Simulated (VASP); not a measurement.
Set up this calculation in VASP 6.6.1, as the native input.

```yaml
Task: single point
Functional: PBEsol
Potentials_or_basis: VASP PAW PBE potentials, release 64 (Pt)
Cutoff: 520 eV
k_mesh: 18 × 18 × 14
Occupations: gaussian, width 0.1 eV
Spin: no spin polarisation
Dipole_correction: no
Further_INCAR_settings: ALGO = Fast; EDIFF = 1e-06; NBANDS = 17
```

The structure of Pt lies in POSCAR:

```
Pt
1.0
    1.9786206488      1.9786206488      0.0000000000
   -1.9786206488      1.9786206488      0.0000000000
    0.0000000000      0.0000000000      3.8608533911
Pt
2
Direct
    0.0000000000      0.0000000000      0.0000000000
    0.5000000000      0.5000000000      0.5000000000
```

This cell differs from its parent crystal: biaxial strain in the a-b plane: +1.0 %, then relaxed in part.

The input as run:

INCAR

```
PREC = Accurate
ENCUT = 520
EDIFF = 1E-6
ISMEAR = 0
SIGMA = 0.1
LREAL = F
LASPH = T
NELM = 80
ALGO = Fast
ISIF = 2
LWAVE = F
LCHARG = F
GGA = PS
NBANDS = 17
```

KPOINTS

```
Automatic mesh
0
Gamma
  18 18 14
```

Potentials or basis: VASP PAW PBE potentials, release 64 (Pt).

Run with:

```bash
$ cat potpaw_PBE.64/Pt/POTCAR > POTCAR
$ mpirun -np 1 vasp_std > vasp.out
```

Results of the run:

- Pressure: -1.7 GPa
- Band gap on the k mesh: zero (band 10 reaches 11.65 eV, above the bottom of band 11 at 9.79 eV)

Caveat: the cell differs from its parent crystal (biaxial strain in the a-b plane: +1.0 %, then relaxed in part); the PAW data sets were made with another functional, which shifts forces and pressure a little; spin-orbit coupling is left out, which moves the levels of the heavy elements.

Run time: 58 s on 1 thread of Intel(R) Xeon(R) 6975P-C (Granite Rapids) (shared host), peak memory 0.29 GiB.
